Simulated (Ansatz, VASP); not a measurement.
**Si: VASP beside Ansatz**

INCAR

```
SYSTEM = Si
ALGO = Normal
EDIFF = 1E-6
ENCUT = 520
GGA = PE
ISIF = 2
ISMEAR = 0
LASPH = .TRUE.
LCHARG = .TRUE.
LELF = .TRUE.
LREAL = .FALSE.
LVHAR = .TRUE.
LWAVE = .FALSE.
NBANDS = 26
NELM = 100
PREC = Accurate
SIGMA = 0.15
```

Contents of KPOINTS:

```
k-points
0
G
  10 10 10
  0 0 0
```

Contents of POSCAR:

```
Si
1.0
   -3.4033452184      3.4033452184      3.0167252016
    3.4033452184     -3.4033452184      3.0167252016
    3.4033452184      3.4033452184     -3.0167252016
Si
8
Direct
    0.2028545115      0.2028545115      0.2028545115
    0.5000000000      0.0000000000      0.2971454885
    0.2971454885      0.5000000000      0.0000000000
    0.0000000000      0.2971454885      0.5000000000
    0.7971454885      0.7971454885      0.7971454885
    0.5000000000      0.0000000000      0.7028545115
    0.7028545115      0.5000000000      0.0000000000
    0.0000000000      0.7028545115      0.5000000000
```

Input for Ansatz:

```yaml
crystal:
  lattice:
    - [-3.4033452184, 3.4033452184, 3.0167252016]
    - [3.4033452184, -3.4033452184, 3.0167252016]
    - [3.4033452184, 3.4033452184, -3.0167252016]
  atoms:
    - { symbol: Si, position: [0.2028545115, 0.2028545115, 0.2028545115] }
    - { symbol: Si, position: [0.5, 0.0, 0.2971454885] }
    - { symbol: Si, position: [0.2971454885, 0.5, 0.0] }
    - { symbol: Si, position: [0.0, 0.2971454885, 0.5] }
    - { symbol: Si, position: [0.7971454885, 0.7971454885, 0.7971454885] }
    - { symbol: Si, position: [0.5, 0.0, 0.7028545115] }
    - { symbol: Si, position: [0.7028545115, 0.5, 0.0] }
    - { symbol: Si, position: [0.0, 0.7028545115, 0.5] }
basis:
  ecutwfc: 420
kpoints:
  mp_grid: { grid: [10, 10, 10] }
hamiltonian:
  xc: pbe
  pseudopotentials: { kind: paw, azcp: { folder: soft_1 } }
scf:
  occupations: { method: gaussian, width: 0.15 }
output:
  forces: true
  stress: true
  eigenvalues: true
```

Alike in both runs: task single point; functional PBE; k mesh 10 × 10 × 10; occupations gaussian, width 0.15 eV; no spin polarisation.

```csv
,VASP,Ansatz
version,VASP 6.6.1,Ansatz 0.2.0
potentials or method,"VASP PAW PBE potentials, release 64 (Si), cutoff 520 eV","scalar-relativistic, plane waves, PAW"
valence electrons in the cell,32,32
```

Ansatz gave:

```
gap on the k mesh at the Fermi level (eV)                     : none
pressure (GPa)                                                : 6.2
traceless stress, the component that is largest in VASP (GPa) : 10.73
rms of the force components (eV/Å)                            : 0.586
```

Problem. Estimate VASP's values.

Solution. gap on the k mesh at the Fermi level (eV): none; pressure (GPa): 6.1; traceless stress, the component that is largest in VASP (GPa): 10.73; rms of the force components (eV/Å): 0.584.

Atom by atom the forces differ by 0.002 eV/Å (rms over components). A gap of «none» marks a metal or a gap that the smearing closes.
